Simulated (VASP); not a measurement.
Write the native input for VASP 6.6.1 that does the following.

```
Task                   : electric field gradients
Functional             : PBE
Potentials or basis    : VASP PAW PBE potentials, release 64 (Hf_pv)
Cutoff                 : 520 eV
k mesh                 : 16 × 16 × 16
Occupations            : fermi-dirac, width 0.08 eV
Spin                   : no spin polarisation
Dipole correction      : no
Further INCAR settings : ALGO = Normal; EDIFF = 1e-08; NBANDS = 11
```

The structure of Hf lies in POSCAR:

```
Hf
1.0
   -1.8199180319      1.8199180319      1.8199180319
    1.8199180319     -1.8199180319      1.8199180319
    1.8199180319      1.8199180319     -1.8199180319
Hf
1
Direct
    0.0000000000      0.0000000000      0.0000000000
```

This cell differs from its parent crystal: volume scaled by 1.025.

One way to write it, as run:

INCAR

```
PREC     = Accurate       # precision mode
ENCUT    = 520            # plane-wave cutoff, eV
EDIFF    = 1E-8           # SCF threshold, eV
ISMEAR   = -1             # smearing method
SIGMA    = 0.08           # smearing width, eV
LREAL    = F              # projectors in reciprocal space
LASPH    = T              # aspherical terms in the spheres
NELM     = 80             # most SCF steps
ALGO     = Normal         # electronic algorithm
ISIF     = 2              # what is computed and relaxed
LWAVE    = F              # write WAVECAR
LCHARG   = F              # write CHGCAR
GGA      = PE             # functional
LEFG     = T            
NBANDS   = 11             # bands
```

KPOINTS

```
Automatic mesh
0
Gamma
  16 16 16
```

Potentials or basis: VASP PAW PBE potentials, release 64 (Hf_pv).

Launch:

```sh
$ cat potpaw_PBE.64/Hf_pv/POTCAR > POTCAR
$ mpirun -np 1 vasp_std > vasp.out
```

It gave:

| Property | Result |
| --- | --- |
| Pressure | -7.1 GPa |
| Band gap on the k mesh | zero (band 5 reaches 5.55 eV, above the bottom of band 6 at 3.40 eV) |

Caveat: without QUAD_EFG the Cq values of the log hold for a quadrupole moment of 1 mb, not for the nuclei; spin-orbit coupling is left out, which moves the levels of the heavy elements.

Run time: 39 s on 1 thread of AMD EPYC 7R43 64-Core Processor (Zen 3) (shared host), peak memory 0.13 GiB.
